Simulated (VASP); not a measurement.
Input of a VASP 6.6.1 run:

Contents of INCAR:

```
PREC = Accurate
ENCUT = 520
EDIFF = 1E-7
ISMEAR = -1
SIGMA = 0.01
LREAL = F
LASPH = T
NELM = 60
ALGO = Normal
ISIF = 2
LWAVE = F
LCHARG = F
GGA = PE
NBANDS = 24
```

The input KPOINTS:

```
regular mesh
0
Gamma
  9 9 5
```

Contents of POSCAR:

```
TaN
1.0
    3.0275449731      0.0000000000      0.0000000000
   -1.5137724866      2.6219308577      0.0000000000
    0.0000000000      0.0000000000      4.8849922940
Ta N
2 2
Direct
    0.0000000000      0.0000000000      0.0000000000
    0.0000000000      0.0000000000      0.5000000000
    0.3333333333      0.6666666667      0.2500000000
    0.6666666667      0.3333333333      0.7500000000
```

Potentials or basis: VASP PAW PBE potentials, release 64 (Ta_pv, N).

Command:

```console
$ cat potpaw_PBE.64/Ta_pv/POTCAR potpaw_PBE.64/N/POTCAR > POTCAR
$ mpirun -np 1 vasp_std > vasp.out
```

Question: Estimate the band gap on the k mesh.

Answer: Zero (band 16 reaches 10.86 eV, above the bottom of band 17 at 8.23 eV).

Question: What does it give for the pressure?

Answer: 72.5 GPa.

Stress tensor (GPa, compression positive):
```
 42.19   0.00   0.00
  0.00  42.19   0.00
  0.00   0.00 133.13
```

Caveat: spin-orbit coupling is left out, which moves the levels of the heavy elements.
